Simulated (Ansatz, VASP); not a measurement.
# One calculation of Ga2As2C, two programs

Contents of INCAR:

```
SYSTEM = Ga2As2C
PREC     = Accurate       ! precision mode
ENCUT    = 520            ! plane-wave cutoff, eV
EDIFF    = 1E-6           ! SCF threshold, eV
ISMEAR   = 0              ! smearing method
SIGMA    = 0.05           ! smearing width, eV
LREAL    = .FALSE.        ! projectors in reciprocal space
LASPH    = .TRUE.         ! aspherical terms in the spheres
NELM     = 150            ! most SCF steps
ALGO     = Normal         ! electronic algorithm
ISIF     = 2              ! what is computed and relaxed
LWAVE    = .FALSE.        ! write WAVECAR
LCHARG   = .FALSE.        ! write CHGCAR
ISPIN    = 2              ! spin polarisation
MAGMOM   = 0 0 0 0 2      ! initial moments
LORBIT   = 11             ! projections on sites
LDIPOL   = .TRUE.       
IDIPOL   = 3            
DIPOL    = 0.5 0.5 0.339
GGA      = PE             ! functional
NBANDS   = 32             ! bands
```

Contents of KPOINTS:

```
regular mesh
0
G
  7 7 1
  0 0 0
```

Contents of POSCAR:

```
Ga2As2C
1.0
    4.0629609260      0.0000000000      0.0000000000
    0.0000000000      4.0629609260      0.0000000000
    0.0000000000      0.0000000000     21.3904986572
As Ga C
2 2 1
Direct
    0.0000000000      0.5000000000      0.1869989131
    0.5000000000      0.0000000000      0.3264810857
    0.5000000000      0.5000000000      0.2541536641
    0.0000000000      0.0000000000      0.3922535324
    0.1666666667      0.0000000000      0.5339052090
```

Input for Ansatz:

```yaml
crystal:
  lattice:
    - [4.062960926, 0.0, 0.0]
    - [0.0, 4.062960926, 0.0]
    - [0.0, 0.0, 21.3904986572]
  atoms:
    - { symbol: As, position: [0.0, 0.5, 0.1869989131] }
    - { symbol: Ga, position: [0.5, 0.5, 0.2541536641] }
    - { symbol: As, position: [0.5, 0.0, 0.3264810857] }
    - { symbol: Ga, position: [0.0, 0.0, 0.3922535324] }
    - { symbol: C, position: [0.1666666667, 0.0, 0.533905209], spin: 2.0 }
basis:
  ecutwfc: 420
kpoints:
  mp_grid: { grid: [7, 7, 1] }
hamiltonian:
  xc: pbe
  pseudopotentials: { kind: paw, azcp: { folder: soft_1 } }
scf:
  occupations: { method: gaussian, width: 0.05 }
output:
  forces: true
  eigenvalues: true
  populations: true
magnetization:
  spin_polarized: true
efield:
  axis: 3
  dipole_correction: true
  ramp_width: 0.04
```

Alike in both runs: task single point; functional PBE; k mesh 7 × 7 × 1; occupations gaussian, width 0.05 eV; collinear spin.

|  | VASP | Ansatz |
| --- | --- | --- |
| version | VASP 6.6.1 | Ansatz 0.2.0 |
| potentials or method | VASP PAW PBE potentials, release 64 (As, Ga_d, C), cutoff 520 eV | scalar-relativistic, plane waves, PAW |
| valence electrons in the cell | 40 | 60 |

VASP gave:

- gap on the k mesh at the Fermi level (eV): none
- rms of the force components (eV/Å): 0.362
- net moment per atom (μB): 0.41
- size of the moment on the site where the two differ most (μB): 0.94

Problem. Estimate Ansatz's values.

Solution. gap on the k mesh at the Fermi level (eV): none; rms of the force components (eV/Å): 0.360; net moment per atom (μB): 0.41; size of the moment on the site where the two differ most (μB): 1.66.

Site moments also hang on the region over which each program counts them. A gap of «none» marks a metal or a gap that the smearing closes. VASP's potentials hold 40 valence electrons a cell and Ansatz's 60, so a difference there can come from the potentials and not from the codes.
